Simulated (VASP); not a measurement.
Write the native input for VASP 6.6.1 that does the following.

```
Task                   : single point
Functional             : PBE
Potentials or basis    : VASP PAW PBE potentials, release 64 (Ag, Sn_d, Se)
Cutoff                 : 520 eV
k mesh                 : 6 × 6 × 4
Occupations            : gaussian, width 0.1 eV
Spin                   : no spin polarisation
Dipole correction      : no
Further INCAR settings : ALGO = Normal; EDIFF = 1e-07; NBANDS = 34
```

The structure of Ag3SnSe lies in POSCAR:

```
Ag3SnSe
1.0
    5.1401579200      0.0000000000      0.0000000000
   -2.5700789600      4.4515073400      0.0000000000
    0.0000000000      0.0000000000      6.1969240400
Ag Sn Se
3 1 1
Direct
    0.5000000000      0.0000000000      0.5000000000
    0.0000000000      0.5000000000      0.5000000000
    0.5000000000      0.5000000000      0.5000000000
    0.0000000000      0.0000000000      0.0000000000
    0.0000000000      0.0000000000      0.5000000000
```

These files were run (other wordings do the same):

INCAR

```
SYSTEM = Ag3SnSe
PREC = Accurate ; ENCUT = 520
EDIFF = 1E-7 ; ISMEAR = 0
SIGMA = 0.1 ; LREAL = .FALSE.
LASPH = .TRUE. ; NELM = 60
ALGO = Normal ; ISIF = 2
LWAVE = .FALSE. ; LCHARG = .TRUE.
GGA = PE ; LELF = .TRUE.
LVHAR = .TRUE. ; NBANDS = 34
```

KPOINTS

```
Automatic mesh
0
G
  6 6 4
  0 0 0
```

Potentials or basis: VASP PAW PBE potentials, release 64 (Ag, Sn_d, Se).

Command:

```console
$ cat potpaw_PBE.64/Ag/POTCAR potpaw_PBE.64/Sn_d/POTCAR potpaw_PBE.64/Se/POTCAR > POTCAR
$ mpirun -np 1 vasp_std > vasp.out
```

Results of the run:

```yaml
Pressure: 10.2 GPa
```

Run time: 58 s on 1 thread of Intel(R) Xeon(R) 6975P-C (Granite Rapids), with other jobs on the host, peak memory 0.31 GiB.
